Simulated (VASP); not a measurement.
# ZrTi4 (Pm-3m) in VASP: further runs

The runs below take ZrTi4 through single point, relaxation of cell and atoms, with PBE.

Program: VASP 6.6.1. These are calculated values, not measurements. Logs are shortened: lines on timing, memory, paths and dates and some standing lists are left out, and cuts for length are marked.

### Step 1. The cell of the first run

It takes space group Pm-3m (No. 221, cubic). The conventional cell has a = 4.741 Å, b = 4.741 Å, c = 4.741 Å, α = 90.00°, β = 90.00°, γ = 90.00°. Within 3.1 Å of Zr (site symmetry m-3m) lie 6 Ti at 2.37 Å. Within 3.1 Å of Ti (site symmetry 4/mmm) lie 2 Zr at 2.37 Å. Ti (site symmetry m-3m) has 12 Ti at 3.35 Å and 8 Zr at 4.11 Å within 4.4 Å.

### Step 2. Single point, PBE

INCAR reads:

```
SYSTEM = ZrTi4
  PREC = Accurate
  ENCUT = 520
  EDIFF = 1E-6
  ISMEAR = 0
  SIGMA = 0.1
  LREAL = .False.
  LASPH = .True.
  NELM = 100
  ALGO = Normal
  ISIF = 2
  LWAVE = .False.
  LCHARG = .True.
  GGA = PE
  LELF = .True.
  LVHAR = .True.
  NBANDS = 38
```

KPOINTS reads:

```
Automatic mesh
0
Gamma
  8 8 8
  0 0 0
```

POSCAR reads:

```
ZrTi4
1.0
    4.7414170961      0.0000000000      0.0000000000
    0.0000000000      4.7414170961      0.0000000000
    0.0000000000      0.0000000000      4.7414170961
Zr Ti
1 4
Direct
    0.5000000000      0.5000000000      0.5000000000
    0.0000000000      0.5000000000      0.5000000000
    0.5000000000      0.0000000000      0.5000000000
    0.5000000000      0.5000000000      0.0000000000
    0.0000000000      0.0000000000      0.0000000000
```

Potentials or basis: VASP PAW PBE potentials, release 64 (Zr_sv, Ti_sv).

Launch:

```console
$ cat potpaw_PBE.64/Zr_sv/POTCAR potpaw_PBE.64/Ti_sv/POTCAR > POTCAR
$ mpirun -np 1 vasp_std > vasp.out
```

OUTCAR:

```text
SYSTEM = ZrTi4
   PREC = Accurate
   ENCUT = 520
   EDIFF = 1E-6
   ISMEAR = 0
   LREAL = .False.
   LASPH = .True.
   NELM = 100
   ISIF = 2
   GGA = PE

 ion  position               nearest neighbor table
   1  0.500  0.500  0.500-   2 2.37   3 2.37   4 2.37   4 2.37   3 2.37   2 2.37
   2  0.000  0.500  0.500-   1 2.37   1 2.37
   3  0.500  0.000  0.500-   1 2.37   1 2.37
   4  0.500  0.500  0.000-   1 2.37   1 2.37
   5  0.000  0.000  0.000-

  LATTYP: Found a simple cubic cell.
 ALAT       =     4.7414170961

  Lattice vectors:

 A1 = (   4.7414170961,   0.0000000000,   0.0000000000)
 A2 = (   0.0000000000,   4.7414170961,   0.0000000000)
 A3 = (   0.0000000000,   0.0000000000,   4.7414170961)

Analysis of symmetry for initial positions (statically):
=====================================================================
 Subroutine PRICEL returns:
 Original cell was already a primitive cell.

 Routine SETGRP: Setting up the symmetry group for a
 simple cubic supercell.

 Subroutine GETGRP returns: Found 48 space group operations
 (whereof 48 operations were pure point group operations)
 out of a pool of 48 trial point group operations.

The static configuration has the point symmetry O_h .

Analysis of symmetry for dynamics (positions and initial velocities):
=====================================================================
 Subroutine PRICEL returns:
 Original cell was already a primitive cell.

 Routine SETGRP: Setting up the symmetry group for a
 simple cubic supercell.

 Subroutine GETGRP returns: Found 48 space group operations
 (whereof 48 operations were pure point group operations)
 out of a pool of 48 trial point group operations.

The dynamic configuration has the point symmetry O_h .

 Subroutine INISYM returns: Found 48 space group operations
 (whereof 48 operations are pure point group operations),
 and found     1 'primitive' translations

----------------------------------------------------------------------------------------

                                     Primitive cell

  volume of cell :     106.5920

  direct lattice vectors                    reciprocal lattice vectors
     4.741417096  0.000000000  0.000000000     0.210907410  0.000000000  0.000000000
     0.000000000  4.741417096  0.000000000     0.000000000  0.210907410  0.000000000
     0.000000000  0.000000000  4.741417096     0.000000000  0.000000000  0.210907410

  length of vectors
     4.741417096  4.741417096  4.741417096     0.210907410  0.210907410  0.210907410

  position of ions in fractional coordinates (direct lattice)
     0.500000000  0.500000000  0.500000000
     0.000000000  0.500000000  0.500000000
     0.500000000  0.000000000  0.500000000
     0.500000000  0.500000000  0.000000000
     0.000000000  0.000000000  0.000000000

  ion indices of the primitive-cell ions
   primitive index   ion index
                 1           1
                 2           2
                 3           3
                 4           4
                 5           5

----------------------------------------------------------------------------------------

 KPOINTS: Automatic mesh

Automatic generation of k-mesh.
 Grid dimensions read from file:
 generate k-points for:    8    8    8

 Generating k-lattice:

  Cartesian coordinates                     Fractional coordinates (reciprocal lattice)
     0.026363426  0.000000000  0.000000000     0.125000000  0.000000000  0.000000000
     0.000000000  0.026363426  0.000000000     0.000000000  0.125000000  0.000000000
     0.000000000  0.000000000  0.026363426     0.000000000  0.000000000  0.125000000

  Length of vectors
     0.026363426  0.026363426  0.026363426

  Shift w.r.t. Gamma in fractional coordinates (k-lattice)
     0.000000000  0.000000000  0.000000000

 Subroutine IBZKPT returns following result:
 ===========================================

 Found     35 irreducible k-points:

 Following reciprocal coordinates:
            Coordinates               Weight
  0.000000  0.000000  0.000000      1.000000
  0.125000  0.000000  0.000000      6.000000
  0.250000  0.000000  0.000000      6.000000
  0.375000  0.000000  0.000000      6.000000
  0.500000  0.000000  0.000000      3.000000
  0.125000  0.125000  0.000000     12.000000
[... 16 lines left out ...]
  0.375000  0.375000  0.125000     24.000000
  0.500000  0.375000  0.125000     24.000000
 [... further k-points ...]
   k-points           NKPTS =     35   k-points in BZ     NKDIM =     35   number of bands    NBANDS=     38
   number of dos      NEDOS =    301   number of ions     NIONS =      5
   total plane-waves  NPLWV =  46656
   dimension x,y,z NGX =    36 NGY =   36 NGZ =   36
   dimension x,y,z NGXF=    72 NGYF=   72 NGZF=   72
   ions per type =               1   4
   NGX,Y,Z   is equivalent  to a cutoff of  12.62, 12.62, 12.62 a.u.
   NGXF,Y,Z  is equivalent  to a cutoff of  25.24, 25.24, 25.24 a.u.
 SYSTEM =  ZrTi4
   PREC   = accura    normal or accurate (medium, high low for compatibility)
   ISTART =      0    job   : 0-new  1-cont  2-samecut
   ICHARG =      2    charge: 1-file 2-atom 10-const
   ISPIN  =      1    spin polarized calculation?
   LNONCOLLINEAR =      F non collinear calculations
   LSORBIT =      F    spin-orbit coupling
   LASPH  =      T    aspherical Exc in radial PAW
   ENCUT  =  520.0 eV  38.22 Ry    6.18 a.u.   8.82  8.82  8.82*2*pi/ulx,y,z
   NELM   =    100;   NELMIN=  2; NELMDL= -5     # of ELM steps
   EDIFF  = 0.1E-05   stopping-criterion for ELM
   LREAL  =      F    real-space projection
   EDIFFG = 0.1E-04   stopping-criterion for IOM
   NSW    =      0    number of steps for IOM
   IBRION =     -1    ionic relax: 0-MD 1-quasi-New 2-CG
   NFREE  =      0    steps in history (QN), initial steepest desc. (CG)
   ISIF   =      2    stress and relaxation
   ISYM   =      2    0-nonsym 1-usesym 2-fastsym
   POTIM  = 0.5000    time-step for ionic-motion
   TEBEG  =    0.0;   TEEND  =   0.0 temperature during run
   PSTRESS=    0.0 pullay stress
   NELECT =      60.0000    total number of electrons
   NUPDOWN=      -1.0000    fix difference up-down
   EMIN   =  10.00;   EMAX   =-10.00  energy-range for DOS
   EFERMI =   0.00;   METHOD = LEGACY
   ISMEAR =     0;   SIGMA  =   0.10  broadening in eV -4-tet -1-fermi 0-gaus
   EFERMI_NEDOS =   21; number of points for ismear=-14 and -15
   IALGO  =     38    algorithm
   IMIX   =      4    mixing-type and parameters
     AMIX     =   0.40;   BMIX     =  1.00
     AMIX_MAG =   1.60;   BMIX_MAG =  1.00
  volume/ion in A,a.u.               =      21.32       143.86
  Fermi-wavevector in a.u.,A,eV,Ry     =   1.351711  2.554363 24.859502  1.827122
  Thomas-Fermi vector in A             =   2.479110
   LORBIT       =      0    0 simple, 1 ext, 2 COOP (PROOUT), +10 PAW based schemes
   GGA     = PE    functional components
   LHFCALC =     F    Hartree Fock is set to
   AEXX    =    0.0000 exact exchange contribution
   IVDW    =     0    specifies the selected vdW correction
   LEPSILON=     F    determine dielectric tensor
   LRPA    =     F    only Hartree local field effects (RPA)
 non-spin polarized calculation
 Gauss-broadening in eV      SIGMA  =   0.10
  energy-cutoff  :      520.00
  volume of cell :      106.59
 maximum number of plane-waves:      2897
 NGX is ok and might be reduce to    36
   NGX = 17   NGY = 17   NGZ = 17

 number of electron      59.9999981 magnetization

 Free energy of the ion-electron system (eV)
  ---------------------------------------------------
  ext. energy  EPLUGINS =         0.00000000
  ---------------------------------------------------
  free energy    TOTEN  =       -34.17690692 eV

  energy without entropy =      -34.13561175  energy(sigma->0) =      -34.15625933

 E-fermi :   6.8005     XC(G=0): -10.5553

 val. band max:        6.7965040706   @ k =   0.3750   0.3750   0.0000
 cond. band min:       6.8091567318   @ k =   0.1250   0.1250   0.1250
 fundamental gap:      0.0126526611
 Fermi energy:         6.8004833050

 k-point     1 :       0.0000    0.0000    0.0000
  band No.  band energies     occupation
      1     -50.7044      2.00000
      2     -50.1214      2.00000
      3     -50.0814      2.00000
      4     -50.0814      2.00000
      5     -40.6809      2.00000
      6     -26.9191      2.00000
[... 30 lines left out ...]
     37       8.5712      0.00000
     38       9.0857      0.00000

 k-point     2 :       0.1250    0.0000    0.0000
  band No.  band energies     occupation
      1     -50.7044      2.00000
      2     -50.1199      2.00000
      3     -50.0824      2.00000
      4     -50.0814      2.00000
      5     -40.6852      2.00000
      6     -26.9185      2.00000
[... 30 lines left out ...]
     37       8.5648      0.00000
     38       8.9727      0.00000

 k-point     3 :       0.2500    0.0000    0.0000
  band No.  band energies     occupation
      1     -50.7043      2.00000
      2     -50.1159      2.00000
      3     -50.0852      2.00000
      4     -50.0814      2.00000
      5     -40.6957      2.00000
      6     -26.9171      2.00000
[... 30 lines left out ...]
     37       8.5389      0.00000
     38       8.6818      0.00000

 k-point     4 :       0.3750    0.0000    0.0000
  band No.  band energies     occupation
      1     -50.7043      2.00000
      2     -50.1109      2.00000
      3     -50.0890      2.00000
      4     -50.0814      2.00000
      5     -40.7062      2.00000
      6     -26.9157      2.00000
[... 30 lines left out ...]
     37       8.2866      0.00000
     38       8.2867      0.00000
[... 703 lines left out ...]
      4     -50.0849      2.00000
      5     -40.7297      2.00000
      6     -26.9168      2.00000
[... 30 lines left out ...]
     37       8.0921      0.00000
     38       8.4120      0.00000

 k-point    23 :       0.3750    0.3750    0.1250
  band No.  band energies     occupation
      1     -50.7042      2.00000
      2     -50.1007      2.00000
      3     -50.0898      2.00000
      4     -50.0873      2.00000
      5     -40.7358      2.00000
      6     -26.9178      2.00000
[... 30 lines left out ...]
     37       7.9438      0.00000
     38       8.0732      0.00000

 k-point    24 :       0.5000    0.3750    0.1250
  band No.  band energies     occupation
      1     -50.7042      2.00000
      2     -50.0979      2.00000
      3     -50.0913      2.00000
      4     -50.0881      2.00000
      5     -40.7402      2.00000
      6     -26.9175      2.00000
[... 30 lines left out ...]
     37       7.8972      0.00000
     38       8.4050      0.00000

 [... further k-points ...]
[... 5 lines left out ...]
  --------------------------------------------------------------------------------------
  -------------------------------------------------------------------------------------
  Total        0.1478129      0.1478129      0.1478129      0.0000000      0.0000000      0.0000000
  in kB        2.2217669      2.2217669      2.2217669      0.0000000      0.0000000      0.0000000
  external PRESSURE =       2.2217669 kB  Pullay stress =       0.0000000 kB

 VOLUME and BASIS-vectors are now :
 -----------------------------------------------------------------------------
  energy-cutoff  :      520.00
  volume of cell :      106.59
      direct lattice vectors                 reciprocal lattice vectors
     4.741417096  0.000000000  0.000000000     0.210907410  0.000000000  0.000000000
     0.000000000  4.741417096  0.000000000     0.000000000  0.210907410  0.000000000
     0.000000000  0.000000000  4.741417096     0.000000000  0.000000000  0.210907410

 POSITION                                       TOTAL-FORCE (eV/Angst)
 -----------------------------------------------------------------------------------
      2.37071      2.37071      2.37071         0.000000      0.000000      0.000000
      0.00000      2.37071      2.37071         0.000000      0.000000      0.000000
      2.37071      0.00000      2.37071         0.000000      0.000000      0.000000
      2.37071      2.37071      0.00000         0.000000      0.000000      0.000000
      0.00000      0.00000      0.00000         0.000000      0.000000      0.000000
 -----------------------------------------------------------------------------------
    total drift:                                0.000000      0.000000      0.000000

  FREE ENERGIE OF THE ION-ELECTRON SYSTEM (eV)
  ---------------------------------------------------
  free  energy   TOTEN  =       -34.1769069150 eV

  energy  without entropy=      -34.1356117545  energy(sigma->0) =      -34.15625933
```

Run time: 76 s. Hardware: 1 thread of Intel Xeon 6975P-C (Granite Rapids), shared host; peak memory 0.26 GiB.

What came out:

| Property | Result |
| --- | --- |
| Free energy | -34.1769 eV |
| Pressure | 0.2 GPa |
| Band gap on the k mesh | zero (band 30 reaches 7.22 eV, above the bottom of band 31 at 6.54 eV) |

### Step 3. Relaxation of cell and atoms, PBE

This run uses another cell than the first one, of 21.44 Å³/atom, 1.006 times its volume.

INCAR reads:

```
ALGO = Normal
EDIFF = 1E-6
EDIFFG = -0.01
ENCUT = 600
GGA = PE
IBRION = 2
ISIF = 3
ISMEAR = 0
LASPH = True
LCHARG = False
LREAL = False
LWAVE = False
NELM = 100
NSW = 100
PREC = Accurate
SIGMA = 0.1
```

KPOINTS reads:

```
k-points
0
Gamma
  8 8 8
```

Changes to POSCAR since step 2:

```diff
@@ -2,5 +2,5 @@
 1.0
-    4.7414170961      0.0000000000      0.0000000000
-    0.0000000000      4.7414170961      0.0000000000
-    0.0000000000      0.0000000000      4.7414170961
+    4.7502021327      0.0000000000      0.0000000000
+    0.0000000000      4.7502021327      0.0000000000
+    0.0000000000      0.0000000000      4.7502021327
 Zr Ti
```

Potentials or basis: VASP PAW PBE potentials, release 64 (Zr_sv, Ti_sv).

Launch:

```console
$ cat potpaw_PBE.64/Zr_sv/POTCAR potpaw_PBE.64/Ti_sv/POTCAR > POTCAR
$ mpirun -np 1 vasp_std > vasp.out
```

Run time: 2.8 min. Hardware: 1 thread of Intel Xeon 6975P-C (Granite Rapids), shared host; peak memory 0.33 GiB.

The run converged. Its results:

- Free energy: -34.1768 eV
- Relaxed volume: 21.36 Å³/atom
- Relaxed cell: a = 4.745 Å, b = 4.745 Å, c = 4.745 Å, α = 90.00°, β = 90.00°, γ = 90.00°
- Space group after relaxing (to 0.05 Å): Pm-3m (No. 221)
- Energy gained by relaxing: 0.0 meV/atom
- Ionic steps: 2
- Pressure after relaxing: 0.1 GPa
- Band gap on the k mesh: zero (band 30 reaches 7.20 eV, above the bottom of band 31 at 6.53 eV)

Step by step:
```csv
step,energy change (eV),largest force (eV/Å),pressure (GPa),volume (Å³)
1,0.0000,0.0000,-0.17,107.19
2,-0.0001,0.0000,0.06,106.82
```

Final structure:
```
CELL_PARAMETERS angstrom
4.74484 0.00000 0.00000
0.00000 4.74484 0.00000
0.00000 0.00000 4.74484
ATOMIC_POSITIONS crystal
Zr 0.50000 0.50000 0.50000
Ti 0.00000 0.50000 0.50000
Ti 0.50000 0.00000 0.50000
Ti 0.50000 0.50000 0.00000
Ti 0.00000 0.00000 0.00000
```

Levels at points of the mesh, in eV from the Fermi level:
| k point | band 26 | band 27 | band 28 | band 29 | band 30 | band 31 | band 32 | band 33 | band 34 | band 35 |
| --- | --- | --- | --- | --- | --- | --- | --- | --- | --- | --- |
| (0.00, 0.00, 0.00) | -2.23 | -1.30 | -1.30 | -0.69 | 0.16 | 0.16 | 0.16 | 1.58 | 1.58 | 1.76 |
| (0.50, 0.00, 0.00) | -2.00 | -0.85 | -0.83 | -0.29 | -0.29 | -0.26 | 0.23 | 0.84 | 1.06 | 1.06 |
| (0.50, 0.50, 0.00) | -1.90 | -0.97 | -0.17 | -0.07 | 0.10 | 0.17 | 0.17 | 0.90 | 0.91 | 0.91 |
| (0.50, 0.50, 0.50) | -1.34 | -1.34 | 0.37 | 0.37 | 0.37 | 0.54 | 0.54 | 1.03 | 1.03 | 1.03 |
